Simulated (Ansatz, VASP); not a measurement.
**Al2BP3: VASP beside Ansatz**

```
CELL_PARAMETERS angstrom
3.38708 0.00000 0.00000
-1.69354 2.93330 0.00000
0.00000 0.00000 8.52000
ATOMIC_POSITIONS crystal
Al 0.66667 0.33333 0.12115
Al 0.33333 0.66667 0.87885
B 0.00000 0.00000 0.00000
P 0.00000 0.00000 0.50000
P 0.66667 0.33333 0.66112
P 0.33333 0.66667 0.33888
```

Change from the starting cell: species swapped into the Li3GdBi2 type (P-3m1, No. 164).

Alike in both runs: functional PBE; k mesh 6 × 6 × 4; occupations gaussian, width 0.1 eV; no spin polarisation.

Ansatz relaxed the structure, and its values are those at the end. VASP's run is a single point on that final structure, the one shown.

|  | VASP | Ansatz |
| --- | --- | --- |
| version | VASP 6.6.1 | Ansatz 0.2.0 |
| potentials or method | VASP PAW PBE potentials, release 64 (Al, B, P), cutoff 520 eV | scalar-relativistic, plane waves, PAW |
| valence electrons in the cell | 24 | 24 |

VASP gave:

| Item | Value |
| --- | --- |
| gap on the k mesh at the Fermi level (eV) | none |
| pressure (GPa) | -0.1 |
| rms of the force components (eV/Å) | 0.005 |

Estimate Ansatz's values.

gap on the k mesh at the Fermi level (eV): none; pressure (GPa): 0.0; rms of the force components (eV/Å): 0.009.

A gap of «none» marks a metal or a gap that the smearing closes.
